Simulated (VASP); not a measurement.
# SrTe (Fm-3m) in VASP: dielectric tensor with r2SCAN

Aim: the dielectric tensor of SrTe with r2SCAN.

Program: VASP 6.6.1. These are calculated values, not measurements. Logs are shortened: lines on timing, memory, paths and dates and some standing lists are left out, and cuts for length are marked.

## 1. The cell of the first run

The structure is cubic, space group Fm-3m (No. 225). The conventional cell has a = 6.705 Å, b = 6.705 Å, c = 6.705 Å, α = 90.00°, β = 90.00°, γ = 90.00°. Sr (site symmetry m-3m) has 6 Te at 3.35 Å within 4.4 Å. Within 4.4 Å of Te (site symmetry m-3m) lie 6 Sr at 3.35 Å.

## 2. Dielectric tensor, r2SCAN

INCAR

```
SYSTEM = SrTe
  PREC = Accurate
  ENCUT = 440
  EDIFF = 1E-8
  ISMEAR = 0
  SIGMA = 0.01
  LREAL = .FALSE.
  LASPH = .TRUE.
  NELM = 120
  ALGO = Normal
  ISIF = 2
  LWAVE = .FALSE.
  LCHARG = .FALSE.
  METAGGA = R2SCAN
  LMIXTAU = .TRUE.
  LCALCEPS = .TRUE.
  GGA_COMPAT = .FALSE.
```

KPOINTS

```
regular mesh
0
G
  6 6 6
  0 0 0
```

POSCAR

```
SrTe
1.0
    0.0000000000      3.3526569095      3.3526569095
    3.3526569095      0.0000000000      3.3526569095
    3.3526569095      3.3526569095      0.0000000000
Sr Te
1 1
Direct
    0.0000000000      0.0000000000      0.0000000000
    0.5000000000      0.5000000000      0.5000000000
```

Potentials or basis: VASP PAW PBE potentials, release 64 (Sr_sv, Te).

The run is started by

```console
cat potpaw_PBE.64/Sr_sv/POTCAR potpaw_PBE.64/Te/POTCAR > POTCAR
mpirun -np 1 vasp_std > vasp.out
```

OUTCAR:

```text
SYSTEM = SrTe
   PREC = Accurate
   ENCUT = 440
   EDIFF = 1E-8
   ISMEAR = 0
   LREAL = .FALSE.
   LASPH = .TRUE.
   NELM = 120
   ISIF = 2
   METAGGA = R2SCAN

 ion  position               nearest neighbor table
   1  0.000  0.000  0.000-   2 3.35   2 3.35   2 3.35   2 3.35   2 3.35   2 3.35
   2  0.500  0.500  0.500-   1 3.35   1 3.35   1 3.35   1 3.35   1 3.35   1 3.35

  LATTYP: Found a face centered cubic cell.
 ALAT       =     6.7053138190

  Lattice vectors:

 A1 = (   0.0000000000,   3.3526569095,   3.3526569095)
 A2 = (   3.3526569095,   0.0000000000,   3.3526569095)
 A3 = (   3.3526569095,   3.3526569095,   0.0000000000)

Analysis of symmetry for initial positions (statically):
=====================================================================
 Subroutine PRICEL returns:
 Original cell was already a primitive cell.

 Routine SETGRP: Setting up the symmetry group for a
 face centered cubic supercell.

 Subroutine GETGRP returns: Found 48 space group operations
 (whereof 48 operations were pure point group operations)
 out of a pool of 48 trial point group operations.

The static configuration has the point symmetry O_h .

Analysis of symmetry for dynamics (positions and initial velocities):
=====================================================================
 Subroutine PRICEL returns:
 Original cell was already a primitive cell.

 Routine SETGRP: Setting up the symmetry group for a
 face centered cubic supercell.

 Subroutine GETGRP returns: Found 48 space group operations
 (whereof 48 operations were pure point group operations)
 out of a pool of 48 trial point group operations.

The dynamic configuration has the point symmetry O_h .

 Subroutine INISYM returns: Found 48 space group operations
 (whereof 48 operations are pure point group operations),
 and found     1 'primitive' translations

----------------------------------------------------------------------------------------

                                     Primitive cell

  volume of cell :      75.3698

  direct lattice vectors                    reciprocal lattice vectors
     0.000000000  3.352656909  3.352656909    -0.149135451  0.149135451  0.149135451
     3.352656909  0.000000000  3.352656909     0.149135451 -0.149135451  0.149135451
[... 133 lines left out ...]
 fundamental gap:   9997.5110081128
 Fermi energy:         2.6058169619

 k-point     1 :       0.0000    0.0000    0.0000
  band No.  band energies     occupation
      1     -33.4572      2.00000
      2     -14.8192      2.00000
      3     -14.8192      2.00000
      4     -14.8192      2.00000
      5      -7.7185      2.00000
      6       2.4889      2.00000
      7       2.4889      2.00000
      8       2.4890      2.00000
      9   10000.0000      0.00000
     10   10000.0000      0.00000
     11   10000.0000      0.00000
     12   10000.0000      0.00000
[... 331 lines left out ...]
 k-point    24 :       0.0000    0.3333    0.1667
  band No.  band energies     occupation
      1     -33.4542      2.00000
      2     -14.8853      2.00000
      3     -14.8320      2.00000
      4     -14.8302      2.00000
      5      -7.3304      2.00000
      6       0.5343      2.00000
      7       1.6672      2.00000
      8       1.8349      2.00000
      9   10000.0000      0.00000
     10   10000.0000      0.00000
     11   10000.0000      0.00000
     12   10000.0000      0.00000

 [... further k-points ...]

------------------------ aborting loop because EDIFF is reached ----------------------------------------

            Ionic dipole moment: p[ion]=(   -20.11594   -20.11594   -20.11594 ) |e| Angst

 Total electronic dipole moment: p[elc]=(     0.00000     0.00000     0.01795 ) |e| Angst

 MACROSCOPIC STATIC DIELECTRIC TENSOR (including local field effects)
 ------------------------------------------------------
           5.308675     0.000000    -0.000000
           0.000000     5.308675     0.000000
           0.000000     0.000000     5.308675
 ------------------------------------------------------

 PIEZOELECTRIC TENSOR (including local field effects) (e Angst)
          XX          YY          ZZ          XY          YZ          ZX
  --------------------------------------------------------------------------------
  x     0.00000     0.00000     0.00000     0.00000     0.00000     0.00000
  y     0.00000     0.00000     0.00000     0.00000     0.00000     0.00000
  z     0.00000     0.00000     0.00000     0.00000     0.00000     0.00000

 PIEZOELECTRIC TENSOR (including local field effects) (C/m^2)
          XX          YY          ZZ          XY          YZ          ZX
  --------------------------------------------------------------------------------
  x     0.00000     0.00000     0.00000     0.00000     0.00000     0.00000
  y     0.00000     0.00000     0.00000     0.00000     0.00000     0.00000
  z     0.00000     0.00000     0.00000     0.00000     0.00000     0.00000

 BORN EFFECTIVE CHARGES (including local field effects) (in |e|, cummulative output)
 ---------------------------------------------------------------------------------
 ion    1
    1     2.37333     0.00000     0.00000
    2    -0.00000     2.37333    -0.00000
    3     0.00000    -0.00000     2.37333
 ion    2
    1    -2.37333    -0.00000    -0.00000
    2     0.00000    -2.37333     0.00000
    3    -0.00000     0.00000    -2.37333

  FORCE on cell =-STRESS in cart. coord.  units (eV):
  Direction    XX          YY          ZZ          XY          YZ          ZX
  --------------------------------------------------------------------------------------
  -------------------------------------------------------------------------------------
  Total        0.0394031      0.0394031      0.0394031      0.0000000      0.0000000      0.0000000
  in kB        0.8376133      0.8376133      0.8376133      0.0000000      0.0000000      0.0000000
  external PRESSURE =       0.8376133 kB  Pullay stress =       0.0000000 kB

 VOLUME and BASIS-vectors are now :
 -----------------------------------------------------------------------------
  energy-cutoff  :      440.00
  volume of cell :       75.37
      direct lattice vectors                 reciprocal lattice vectors
     0.000000000  3.352656909  3.352656909    -0.149135451  0.149135451  0.149135451
     3.352656909  0.000000000  3.352656909     0.149135451 -0.149135451  0.149135451
     3.352656909  3.352656909  0.000000000     0.149135451  0.149135451 -0.149135451

 POSITION                                       TOTAL-FORCE (eV/Angst)
 -----------------------------------------------------------------------------------
      0.00000      0.00000      0.00000         0.000000     -0.000000     -0.000000
      3.35266      3.35266      3.35266        -0.000000      0.000000      0.000000
 -----------------------------------------------------------------------------------
    total drift:                                0.000000     -0.000000     -0.000000

  FREE ENERGIE OF THE ION-ELECTRON SYSTEM (eV)
  ---------------------------------------------------
  free  energy   TOTEN  =       -44.5945931584 eV

  energy  without entropy=      -44.5945931584  energy(sigma->0) =      -44.59459316
```

OSZICAR:

```text
N       E                     dE             d eps       ncg     rms          rms(c)
DAV:   1     0.298681564690E+02    0.29868E+02   -0.65613E+03   384   0.103E+03
DAV:   2    -0.441140448436E+02   -0.73982E+02   -0.70200E+02   456   0.201E+02
[... 13 lines left out ...]
DMP:  13    -0.445945930366E+02   -0.68156E-07   -0.55836E-07   816   0.716E-07   0.131E-06
DMP:  14    -0.445945930831E+02   -0.46500E-07   -0.36786E-07   816   0.438E-07   0.928E-07
DMP:  15    -0.445945931141E+02   -0.31046E-07   -0.24098E-07   816   0.272E-07   0.635E-07
DMP:  16    -0.445945931349E+02   -0.20799E-07   -0.16122E-07   816   0.177E-07   0.436E-07
DMP:  17    -0.445945931489E+02   -0.14023E-07   -0.10756E-07   816   0.113E-07   0.301E-07
DMP:  18    -0.445945931584E+02   -0.94417E-08   -0.71261E-08   816   0.724E-08   0.204E-07
   1 F= -.44594593E+02 E0= -.44594593E+02  d E =-.354974E-63
```

stdout:

```text
POSCAR found type information on POSCAR SrTe
 POSCAR found :  2 types and       2 ions
 scaLAPACK will be used
 -----------------------------------------------------------------------------
[... 118 lines left out ...]
 p_tot=( -0.201E+02 -0.201E+02 -0.201E+02 )
dp_tot=(  0.251E-05  0.252E-05  0.177E-01 )  diag[e(oo)]=(    ---      ---    5.24013 )
 p_tot=( -0.201E+02 -0.201E+02 -0.201E+02 )
dp_tot=(  0.253E-05  0.254E-05  0.178E-01 )  diag[e(oo)]=(    ---      ---    5.27141 )
 p_tot=( -0.201E+02 -0.201E+02 -0.201E+02 )
dp_tot=(  0.254E-05  0.255E-05  0.179E-01 )  diag[e(oo)]=(    ---      ---    5.29082 )
 p_tot=( -0.201E+02 -0.201E+02 -0.201E+02 )
dp_tot=(  0.254E-05  0.255E-05  0.179E-01 )  diag[e
```

Run time: 12 min. Hardware: 1 thread of Intel Xeon 6975P-C (Granite Rapids), shared host; peak memory 0.36 GiB.

What came out:

```
Band gap on the k mesh                  : 2.14 eV (least direct gap 2.89 eV)
Electronic dielectric tensor (diagonal) : 5.31
Born charges (mean of the diagonal)     : Sr +2.37; Te -2.37 e
```

Electronic dielectric tensor:
```
5.31 0.00 0.00
0.00 5.31 0.00
0.00 0.00 5.31
```

Born effective charge tensors (e):
atom 1, Sr
```
2.37 0.00 0.00
0.00 2.37 0.00
0.00 0.00 2.37
```
atom 2, Te
```
-2.37  0.00  0.00
 0.00 -2.37  0.00
 0.00  0.00 -2.37
```

Dipole moments of the cell (e·Å, modulo the quantum): ionic -20.116, -20.116, -20.116; electronic 0.000, 0.000, 0.018

Caveat: the PAW data sets were made with another functional, which shifts forces and pressure a little; spin-orbit coupling is left out, which moves the levels of the heavy elements. A k mesh can miss the band edges.

The gap in the log of VASP goes by the Fermi energy; the results here count the filled bands.